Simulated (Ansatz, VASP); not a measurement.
# Two plane-wave programs on GaCo

INCAR

```
PREC = Accurate
ENCUT = 520
EDIFF = 1E-6
ISMEAR = 0
SIGMA = 0.1
LREAL = False
LASPH = True
NELM = 150
ALGO = Normal
ISIF = 2
LWAVE = False
LCHARG = False
ISPIN = 2
MAGMOM = 0 0.12
LORBIT = 11
LMAXMIX = 4
GGA = PE
NBANDS = 22
```

KPOINTS

```
regular mesh
0
Gamma
  20 20 20
```

POSCAR

```
GaCo
1.0
    2.8524702358      0.0000000000      0.0000000000
    0.0000000000      2.8524702358      0.0000000000
    0.0000000000      0.0000000000      2.8524702358
Ga Co
1 1
Direct
    0.5000000000      0.5000000000      0.5000000000
    0.0000000000      0.0000000000      0.0000000000
```

Input for Ansatz:

```yaml
crystal:
  lattice:
    - [2.8524702358, 0.0, 0.0]
    - [0.0, 2.8524702358, 0.0]
    - [0.0, 0.0, 2.8524702358]
  atoms:
    - { symbol: Ga, position: [0.5, 0.5, 0.5] }
    - { symbol: Co, position: [0.0, 0.0, 0.0], spin: 0.12 }
basis:
  ecutwfc: 420
kpoints:
  mp_grid: { grid: [20, 20, 20] }
hamiltonian:
  xc: pbe
scf:
  occupations: { method: gaussian, width: 0.1 }
output:
  forces: true
  stress: true
  eigenvalues: true
  populations: true
magnetization:
  spin_polarized: true
```

Alike in both runs: task single point; functional PBE; k mesh 20 × 20 × 20; occupations gaussian, width 0.1 eV; collinear spin.

```csv
,VASP,Ansatz
version,VASP 6.6.1,Ansatz 0.2.0
potentials or method,"VASP PAW PBE potentials, release 64 (Ga_d, Co), cutoff 520 eV","scalar-relativistic, plane waves, PAW"
valence electrons in the cell,22,30
```

Ansatz gave:

```
gap on the k mesh at the Fermi level (eV) : none
pressure (GPa)                            : 5.8
net moment per atom (μB)                  : 0.00
```

Problem. Estimate VASP's values.

Solution. gap on the k mesh at the Fermi level (eV): none; pressure (GPa): 6.0; net moment per atom (μB): 0.01.

A gap of «none» marks a metal or a gap that the smearing closes. With one functional, cell and mesh, what is left measures potentials, basis and numerics. VASP's potentials hold 22 valence electrons a cell and Ansatz's 30, so a difference there can come from the potentials and not from the codes. Ansatz's warnings: seeded moment not kept.
